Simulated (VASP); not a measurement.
A run of VASP 6.6.1 is set up as follows.

Contents of INCAR:

```
SYSTEM = Ru
ALGO = Normal ; EDIFF = 1E-6
EDIFFG = -0.02 ; ENCUT = 600
GGA = RP ; IBRION = 2
ISIF = 3 ; ISMEAR = -1
IVDW = 13 ; LASPH = .TRUE.
LCHARG = .FALSE. ; LREAL = .FALSE.
LWAVE = .FALSE. ; NELM = 60
NSW = 80 ; PREC = Accurate
SIGMA = 0.05
```

KPOINTS

```
k-points
0
G
  11 11 6
  0 0 0
```

POSCAR

```
Ru
1.0
    2.7058000000      0.0000000000      0.0000000000
   -1.3529000000      2.3432915376      0.0000000000
    0.0000000000      0.0000000000      4.2819000000
Ru
2
Direct
    0.6666666667      0.3333333333      0.7500000000
    0.3333333333      0.6666666667      0.2500000000
```

Potentials or basis: VASP PAW PBE potentials, release 64 (Ru_pv).

Run with:

```bash
$ cat potpaw_PBE.64/Ru_pv/POTCAR > POTCAR
$ mpirun -np 1 vasp_std > vasp.out
```

**Question.** Predict the dispersion energy per atom.

**Answer.** -1.000 eV.

**Question.** Predict the space group after relaxing (to 0.1 Å).

**Answer.** P6_3/mmc (No. 194).

**Question.** What does it give for the relaxed cell?

**Answer.** a = 2.699 Å, b = 2.699 Å, c = 4.272 Å, α = 90.00°, β = 90.00°, γ = 120.00°.

Step by step:
| step | energy change (eV) | largest force (eV/Å) | pressure (GPa) | volume (Å³) |
| --- | --- | --- | --- | --- |
| 1 | 0.0000 | 0.0000 | -2.26 | 27.15 |
| 2 | 0.0107 | 0.0000 | 7.18 | 26.40 |
| 3 | -0.0014 | 0.0000 | -0.02 | 26.96 |

Caveat: the PAW data sets were made with another functional, which shifts forces and pressure a little.
